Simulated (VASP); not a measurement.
# Rb2CaAlF6 (Fm-3m) in VASP: notebook

Rb2CaAlF6 is run at these levels: PBE, PBE+D3(BJ); tasks: single point.

Everything below comes from runs of VASP 6.6.1. Logs are shortened: lines on timing, memory, paths and dates and some standing lists are left out, and cuts for length are marked.

## (1) The cell of the first run

The structure is cubic, space group Fm-3m (No. 225). Conventional cell: a = 8.883 Å, b = 8.883 Å, c = 8.883 Å, α = 90.00°, β = 90.00°, γ = 90.00°. Within 2.5 Å of Al (site symmetry m-3m) lie 6 F at 1.92 Å. F (site symmetry 4mm) has 1 Al at 1.92 Å and 1 Ca at 2.53 Å within 2.6 Å. Rb (site symmetry -43m) has 12 F at 3.16 Å and 4 Al at 3.85 Å and 4 Ca at 3.85 Å within 4.2 Å. Within 3.3 Å of Ca (site symmetry m-3m) lie 6 F at 2.53 Å.

## (2) Single point, PBE

INCAR reads:

```
SYSTEM = Rb2CaAlF6
PREC = Accurate
ENCUT = 520
EDIFF = 1E-6
ISMEAR = -1
SIGMA = 0.0821
LREAL = .False.
LASPH = .True.
NELM = 80
ALGO = Normal
ISIF = 2
LWAVE = .False.
LCHARG = .True.
GGA = PE
LELF = .True.
LVHAR = .True.
NBANDS = 48
```

KPOINTS reads:

```
regular mesh
0
Gamma
  4 4 4
  0 0 0
```

POSCAR reads:

```
Rb2CaAlF6
1.0
    0.0000000000      4.4416210000      4.4416210000
    4.4416210000      0.0000000000      4.4416210000
    4.4416210000      4.4416210000      0.0000000000
Al F Rb Ca
1 6 2 1
Direct
    0.0000000000      0.0000000000      0.0000000000
    0.7843000000      0.2157000000      0.2157000000
    0.2157000000      0.7843000000      0.2157000000
    0.2157000000      0.7843000000      0.7843000000
    0.7843000000      0.2157000000      0.7843000000
    0.2157000000      0.2157000000      0.7843000000
    0.7843000000      0.7843000000      0.2157000000
    0.2500000000      0.2500000000      0.2500000000
    0.7500000000      0.7500000000      0.7500000000
    0.5000000000      0.5000000000      0.5000000000
```

Potentials or basis: VASP PAW PBE potentials, release 64 (Al, F, Rb_sv, Ca_sv).

Command:

```bash
> cat potpaw_PBE.64/Al/POTCAR potpaw_PBE.64/F/POTCAR potpaw_PBE.64/Rb_sv/POTCAR potpaw_PBE.64/Ca_sv/POTCAR > POTCAR
> mpirun -np 1 vasp_std > vasp.out
```

OUTCAR:

```text
SYSTEM = Rb2CaAlF6
   PREC = Accurate
   ENCUT = 520
   EDIFF = 1E-6
   ISMEAR = -1
   LREAL = .False.
   LASPH = .True.
   NELM = 80
   ISIF = 2
   GGA = PE

 ion  position               nearest neighbor table
   1  0.000  0.000  0.000-   2 1.92   3 1.92   4 1.92   5 1.92   6 1.92   7 1.92   9 3.85   9 3.85
                             9 3.85   8 3.85   9 3.85   8 3.85   8 3.85   8 3.85
   2  0.784  0.216  0.216-   1 1.92  10 2.53   9 3.16   8 3.16   9 3.16   8 3.16
   3  0.216  0.784  0.216-   1 1.92  10 2.53   9 3.16   8 3.16   9 3.16   8 3.16
   4  0.216  0.784  0.784-   1 1.92  10 2.53   9 3.16   9 3.16   8 3.16   8 3.16
   5  0.784  0.216  0.784-   1 1.92  10 2.53   9 3.16   9 3.16   8 3.16   8 3.16
   6  0.216  0.216  0.784-   1 1.92  10 2.53   9 3.16   8 3.16   9 3.16   8 3.16
   7  0.784  0.784  0.216-   1 1.92  10 2.53   9 3.16   9 3.16   8 3.16   8 3.16
   8  0.250  0.250  0.250-   2 3.16   5 3.16   7 3.16   3 3.16   4 3.16   7 3.16   4 3.16   5 3.16
                             6 3.16   2 3.16   3 3.16   6 3.16   1 3.85   1 3.85   1 3.85   1 3.85
   9  0.750  0.750  0.750-   4 3.16   5 3.16   7 3.16   2 3.16   3 3.16   7 3.16   2 3.16   5 3.16
                             6 3.16   3 3.16   4 3.16   6 3.16   1 3.85  10 3.85  10 3.85   1 3.85
  10  0.500  0.500  0.500-   2 2.53   3 2.53   4 2.53   5 2.53   6 2.53   7 2.53   8 3.85   8 3.85
                             8 3.85   8 3.85   9 3.85   9 3.85   9 3.85   9 3.85

  LATTYP: Found a face centered cubic cell.
 ALAT       =     8.8832420000

  Lattice vectors:

 A1 = (   0.0000000000,   4.4416210000,   4.4416210000)
 A2 = (   4.4416210000,   0.0000000000,   4.4416210000)
 A3 = (   4.4416210000,   4.4416210000,   0.0000000000)

Analysis of symmetry for initial positions (statically):
=====================================================================
 Subroutine PRICEL returns:
 Original cell was already a primitive cell.

 Routine SETGRP: Setting up the symmetry group for a
 face centered cubic supercell.

 Subroutine GETGRP returns: Found 48 space group operations
 (whereof 48 operations were pure point group operations)
 out of a pool of 48 trial point group operations.

The static configuration has the point symmetry O_h .

Analysis of symmetry for dynamics (positions and initial velocities):
=====================================================================
 Subroutine PRICEL returns:
 Original cell was already a primitive cell.

 Routine SETGRP: Setting up the symmetry group for a
 face centered cubic supercell.

 Subroutine GETGRP returns: Found 48 space group operations
 (whereof 48 operations were pure point group operations)
 out of a pool of 48 trial point group operations.

The dynamic configuration has the point symmetry O_h .

 Subroutine INISYM returns: Found 48 space group operations
 (whereof 48 operations are pure point group operations),
 and found     1 'primitive' translations

----------------------------------------------------------------------------------------

                                     Primitive cell

  volume of cell :     175.2486

  direct lattice vectors                    reciprocal lattice vectors
     0.000000000  4.441621000  4.441621000    -0.112571514  0.112571514  0.112571514
     4.441621000  0.000000000  4.441621000     0.112571514 -0.112571514  0.112571514
     4.441621000  4.441621000  0.000000000     0.112571514  0.112571514 -0.112571514

  length of vectors
     6.281400657  6.281400657  6.281400657     0.194979582  0.194979582  0.194979582

  position of ions in fractional coordinates (direct lattice)
     0.000000000  0.000000000  0.000000000
     0.784300000  0.215700000  0.215700000
     0.215700000  0.784300000  0.215700000
     0.215700000  0.784300000  0.784300000
     0.784300000  0.215700000  0.784300000
     0.215700000  0.215700000  0.784300000
     0.784300000  0.784300000  0.215700000
     0.250000000  0.250000000  0.250000000
     0.750000000  0.750000000  0.750000000
     0.500000000  0.500000000  0.500000000

  ion indices of the primitive-cell ions
   primitive index   ion index
                 1           1
                 2           2
                 3           3
                 4           4
                 5           5
                 6           6
                 7           7
                 8           8
                 9           9
                10          10

----------------------------------------------------------------------------------------

 KPOINTS: regular mesh

Automatic generation of k-mesh.
 Grid dimensions read from file:
 generate k-points for:    4    4    4

 Generating k-lattice:

  Cartesian coordinates                     Fractional coordinates (reciprocal lattice)
    -0.028142878  0.028142878  0.028142878     0.250000000  0.000000000  0.000000000
     0.028142878 -0.028142878  0.028142878     0.000000000  0.250000000  0.000000000
     0.028142878  0.028142878 -0.028142878     0.000000000  0.000000000  0.250000000

  Length of vectors
     0.048744895  0.048744895  0.048744895

  Shift w.r.t. Gamma in fractional coordinates (k-lattice)
     0.000000000  0.000000000  0.000000000

 Subroutine IBZKPT returns following result:
 ===========================================

 Found      8 irreducible k-points:

 Following reciprocal coordinates:
            Coordinates               Weight
  0.000000  0.000000  0.000000      1.000000
  0.250000  0.000000  0.000000      8.000000
  0.500000  0.000000  0.000000      4.000000
  0.250000  0.250000  0.000000      6.000000
  0.500000  0.250000  0.000000     24.000000
 -0.250000  0.250000  0.000000     12.000000
  0.500000  0.500000  0.000000      3.000000
 -0.250000  0.500000  0.250000      6.000000
   k-points           NKPTS =      8   k-points in BZ     NKDIM =      8   number of bands    NBANDS=     48
   number of dos      NEDOS =    301   number of ions     NIONS =     10
   total plane-waves  NPLWV = 110592
   dimension x,y,z NGX =    48 NGY =   48 NGZ =   48
   dimension x,y,z NGXF=    96 NGYF=   96 NGZF=   96
   ions per type =               1   6   2   1
   NGX,Y,Z   is equivalent  to a cutoff of  12.70, 12.70, 12.70 a.u.
   NGXF,Y,Z  is equivalent  to a cutoff of  25.41, 25.41, 25.41 a.u.
 SYSTEM =  Rb2CaAlF6
   PREC   = accura    normal or accurate (medium, high low for compatibility)
   ISTART =      0    job   : 0-new  1-cont  2-samecut
   ICHARG =      2    charge: 1-file 2-atom 10-const
   ISPIN  =      1    spin polarized calculation?
   LNONCOLLINEAR =      F non collinear calculations
   LSORBIT =      F    spin-orbit coupling
   LASPH  =      T    aspherical Exc in radial PAW
   ENCUT  =  520.0 eV  38.22 Ry    6.18 a.u.  11.68 11.68 11.68*2*pi/ulx,y,z
   NELM   =     80;   NELMIN=  2; NELMDL= -5     # of ELM steps
   EDIFF  = 0.1E-05   stopping-criterion for ELM
   LREAL  =      F    real-space projection
[... 7 lines left out ...]
   TEBEG  =    0.0;   TEEND  =   0.0 temperature during run
   PSTRESS=    0.0 pullay stress
   NELECT =      73.0000    total number of electrons
   NUPDOWN=      -1.0000    fix difference up-down
   EMIN   =  10.00;   EMAX   =-10.00  energy-range for DOS
   EFERMI =   0.00;   METHOD = LEGACY
   ISMEAR =    -1;   SIGMA  =   0.08  broadening in eV -4-tet -1-fermi 0-gaus
   EFERMI_NEDOS =   21; number of points for ismear=-14 and -15
   IALGO  =     38    algorithm
   IMIX   =      4    mixing-type and parameters
     AMIX     =   0.40;   BMIX     =  1.00
     AMIX_MAG =   1.60;   BMIX_MAG =  1.00
  volume/ion in A,a.u.               =      17.52       118.26
  Fermi-wavevector in a.u.,A,eV,Ry     =   1.222637  2.310449 20.338558  1.494842
  Thomas-Fermi vector in A             =   2.357777
   LORBIT       =      0    0 simple, 1 ext, 2 COOP (PROOUT), +10 PAW based schemes
   GGA     = PE    functional components
   LHFCALC =     F    Hartree Fock is set to
   AEXX    =    0.0000 exact exchange contribution
   IVDW    =     0    specifies the selected vdW correction
   LEPSILON=     F    determine dielectric tensor
   LRPA    =     F    only Hartree local field effects (RPA)
 non-spin polarized calculation
  energy-cutoff  :      520.00
  volume of cell :      175.25
 maximum number of plane-waves:      4766
 NGX is ok and might be reduce to    48
   NGX = 23   NGY = 23   NGZ = 23

 number of electron      72.9999993 magnetization

 Free energy of the ion-electron system (eV)
  ---------------------------------------------------
  ext. energy  EPLUGINS =         0.00000000
  ---------------------------------------------------
  free energy    TOTEN  =       -48.46615935 eV

  energy without entropy =      -48.40022620  energy(sigma->0) =      -48.43319278

 E-fermi :   5.3433     XC(G=0):  -8.8140

 val. band max:        5.1330233491   @ k =  -0.2500   0.2500   0.0000
 cond. band min:       5.5017922647   @ k =   0.5000   0.2500   0.0000
 fundamental gap:      0.3687689156
 Fermi energy:         5.3433316500

 k-point     1 :       0.0000    0.0000    0.0000
  band No.  band energies     occupation
      1     -39.2551      2.00000
      2     -24.6002      2.00000
      3     -24.5554      2.00000
      4     -22.1235      2.00000
      5     -21.7893      2.00000
      6     -21.7893      2.00000
[... 40 lines left out ...]
     47       7.8514      0.00000
     48       9.3283      0.00000

 k-point     2 :       0.2500    0.0000    0.0000
  band No.  band energies     occupation
      1     -39.2550      2.00000
      2     -24.5913      2.00000
      3     -24.5595      2.00000
      4     -22.1612      2.00000
      5     -21.7564      2.00000
      6     -21.7564      2.00000
[... 40 lines left out ...]
     47       8.1354      0.00000
     48       9.1699      0.00000

 k-point     3 :       0.5000    0.0000    0.0000
  band No.  band energies     occupation
      1     -39.2550      2.00000
      2     -24.5736      2.00000
      3     -24.5724      2.00000
      4     -22.1934      2.00000
      5     -21.7172      2.00000
      6     -21.6945      2.00000
[... 40 lines left out ...]
     47       8.7599      0.00000
     48       8.9505      0.00000

 k-point     4 :       0.2500    0.2500    0.0000
  band No.  band energies     occupation
      1     -39.2550      2.00000
      2     -24.5895      2.00000
      3     -24.5596      2.00000
      4     -22.1509      2.00000
      5     -21.7920      2.00000
      6     -21.7920      2.00000
[... 40 lines left out ...]
     47       8.2988      0.00000
     48       9.3325      0.00000

 k-point     5 :       0.5000    0.2500    0.0000
  band No.  band energies     occupation
      1     -39.2550      2.00000
      2     -24.5774      2.00000
      3     -24.5668      2.00000
      4     -22.1669      2.00000
      5     -21.7610      2.00000
      6     -21.7596      2.00000
[... 40 lines left out ...]
     47       8.4480      0.00000
     48       8.9971      0.00000

 k-point     6 :      -0.2500    0.2500    0.0000
  band No.  band energies     occupation
      1     -39.2550      2.00000
      2     -24.5804      2.00000
      3     -24.5655      2.00000
      4     -22.1747      2.00000
      5     -21.7905      2.00000
      6     -21.7105      2.00000
[... 40 lines left out ...]
     47       8.7572      0.00000
     48       8.9842      0.00000

 k-point     7 :       0.5000    0.5000    0.0000
  band No.  band energies     occupation
      1     -39.2550      2.00000
      2     -24.5786      2.00000
      3     -24.5639      2.00000
      4     -22.1343      2.00000
      5     -21.7947      2.00000
      6     -21.7947      2.00000
[... 40 lines left out ...]
     47       8.3786      0.00000
     48       8.6115      0.00000

 k-point     8 :      -0.2500    0.5000    0.2500
  band No.  band energies     occupation
      1     -39.2550      2.00000
      2     -24.5713      2.00000
      3     -24.5713      2.00000
      4     -22.1581      2.00000
      5     -21.7892      2.00000
      6     -21.7892      2.00000
[... 40 lines left out ...]
     47       8.4495      0.00000
     48       8.5414      0.00000

------------------------ aborting loop because EDIFF is reached ----------------------------------------

  FORCE on cell =-STRESS in cart. coord.  units (eV):
  Direction    XX          YY          ZZ          XY          YZ          ZX
  --------------------------------------------------------------------------------------
  -------------------------------------------------------------------------------------
  Total       -2.2581101     -2.2581101     -2.2581101     -0.0000000     -0.0000000      0.0000000
  in kB      -20.6443500    -20.6443500    -20.6443500     -0.0000000     -0.0000000      0.0000000
  external PRESSURE =     -20.6443500 kB  Pullay stress =       0.0000000 kB

 VOLUME and BASIS-vectors are now :
 -----------------------------------------------------------------------------
  energy-cutoff  :      520.00
  volume of cell :      175.25
      direct lattice vectors                 reciprocal lattice vectors
     0.000000000  4.441621000  4.441621000    -0.112571514  0.112571514  0.112571514
     4.441621000  0.000000000  4.441621000     0.112571514 -0.112571514  0.112571514
     4.441621000  4.441621000  0.000000000     0.112571514  0.112571514 -0.112571514

 POSITION                                       TOTAL-FORCE (eV/Angst)
 -----------------------------------------------------------------------------------
      0.00000      0.00000      0.00000        -0.000000     -0.000000      0.000000
      1.91612      4.44162      4.44162        -0.071368     -0.000000      0.000000
      4.44162      1.91612      4.44162        -0.000000     -0.071368      0.000000
      6.96713      4.44162      4.44162         0.071368     -0.000000      0.000000
      4.44162      6.96713      4.44162        -0.000000      0.071368      0.000000
      4.44162      4.44162      1.91612        -0.000000     -0.000000     -0.071368
      4.44162      4.44162      6.96713        -0.000000     -0.000000      0.071368
      2.22081      2.22081      2.22081        -0.000000     -0.000000      0.000000
      6.66243      6.66243      6.66243         0.000000     -0.000000      0.000000
      4.44162      4.44162      4.44162        -0.000000     -0.000000      0.000000
 -----------------------------------------------------------------------------------
    total drift:                                0.000000      0.000000      0.000000

  FREE ENERGIE OF THE ION-ELECTRON SYSTEM (eV)
  ---------------------------------------------------
  free  energy   TOTEN  =       -48.4661593538 eV

  energy  without entropy=      -48.4002261993  energy(sigma->0) =      -48.43319278
```

Wall time 86 s (1 thread of AMD EPYC 7R43 (Zen 3), shared host); peak memory 0.31 GiB.

What came out:

```
Free energy            : -48.4662 eV
Pressure               : -2.1 GPa
Largest force          : 0.071 eV/Å
Band gap on the k mesh : zero (an odd number of electrons rules out a gap without spin polarisation)
```

Forces on the atoms (eV/Å):
```
Al   0.000  0.000  0.000
F   -0.071  0.000  0.000
F    0.000 -0.071  0.000
F    0.071  0.000  0.000
F    0.000  0.071  0.000
F    0.000  0.000 -0.071
F    0.000  0.000  0.071
Rb   0.000  0.000  0.000
Rb   0.000  0.000  0.000
Ca   0.000  0.000  0.000
```

Levels at points of the mesh, in eV from the Fermi level:
| k point | band 33 | band 34 | band 35 | band 36 | band 37 | band 38 | band 39 | band 40 |
| --- | --- | --- | --- | --- | --- | --- | --- | --- |
| (0.00, 0.00, 0.00) | -7.91 | -7.49 | -7.49 | -7.49 | -1.70 | 0.38 | 0.38 | 0.38 |
| (0.50, 0.00, 0.00) | -7.93 | -7.61 | -7.61 | -7.58 | 0.18 | 0.39 | 0.42 | 0.42 |
| (0.50, 0.50, 0.00) | -8.02 | -7.76 | -7.76 | -7.50 | 0.21 | 0.45 | 0.47 | 0.47 |

Caveat: an odd number of electrons without spin polarisation forces a metal; a magnetic or distorted state may lie lower.

## (3) Single point, PBE+D3(BJ)

INCAR reads:

```
SYSTEM = Rb2CaAlF6
PREC     = Accurate       ! precision mode
ENCUT    = 520            ! plane-wave cutoff, eV
EDIFF    = 1E-6           ! SCF threshold, eV
ISMEAR   = -1             ! smearing method
SIGMA    = 0.0821         ! smearing width, eV
LREAL    = .FALSE.        ! projectors in reciprocal space
LASPH    = .TRUE.         ! aspherical terms in the spheres
NELM     = 60             ! most SCF steps
ALGO     = Normal         ! electronic algorithm
ISIF     = 2              ! what is computed and relaxed
LWAVE    = .FALSE.        ! write WAVECAR
LCHARG   = .TRUE.         ! write CHGCAR
GGA      = PE             ! functional
IVDW     = 12             ! dispersion correction
LELF     = .TRUE.         ! ELF
LVHAR    = .TRUE.       
NBANDS   = 48             ! bands
```

KPOINTS reads:

```
Automatic mesh
0
G
  4 4 4
  0 0 0
```

POSCAR is that of step 2.

Potentials or basis: VASP PAW PBE potentials, release 64 (Al, F, Rb_sv, Ca_sv).

Command:

```bash
> cat potpaw_PBE.64/Al/POTCAR potpaw_PBE.64/F/POTCAR potpaw_PBE.64/Rb_sv/POTCAR potpaw_PBE.64/Ca_sv/POTCAR > POTCAR
> mpirun -np 1 vasp_std > vasp.out
```

Wall time 1.7 min (1 thread of AMD EPYC 7R43 (Zen 3), shared host); peak memory 0.31 GiB.

It converged, with:

```yaml
Free_energy: -49.8159 eV
Pressure: -3.2 GPa
Largest_force: 0.074 eV/Å
Band_gap_on_the_k_mesh: zero (an odd number of electrons rules out a gap without spin polarisation)
Dispersion_energy_per_atom: -0.135 eV
```

Forces in eV/Å, atoms in the order of the input:
```
Al   0.000  0.000  0.000
F   -0.074  0.000  0.000
F    0.000 -0.074  0.000
F    0.074  0.000  0.000
F    0.000  0.074  0.000
F    0.000  0.000 -0.074
F    0.000  0.000  0.074
Rb   0.000  0.000  0.000
Rb   0.000  0.000  0.000
Ca   0.000  0.000  0.000
```

Levels at points of the mesh, in eV from the Fermi level:
| k point | band 33 | band 34 | band 35 | band 36 | band 37 | band 38 | band 39 | band 40 |
| --- | --- | --- | --- | --- | --- | --- | --- | --- |
| (0.00, 0.00, 0.00) | -7.91 | -7.49 | -7.49 | -7.49 | -1.70 | 0.38 | 0.38 | 0.38 |
| (0.50, 0.00, 0.00) | -7.93 | -7.61 | -7.61 | -7.58 | 0.18 | 0.39 | 0.42 | 0.42 |
| (0.50, 0.50, 0.00) | -8.02 | -7.76 | -7.76 | -7.50 | 0.21 | 0.45 | 0.47 | 0.47 |

Caveat: three body term missing; the cell stands under tension; an odd number of electrons without spin polarisation forces a metal; a magnetic or distorted state may lie lower.

(Continued in part 2 of 2.)

The gap in the log of VASP goes by the Fermi energy; the results here count the filled bands.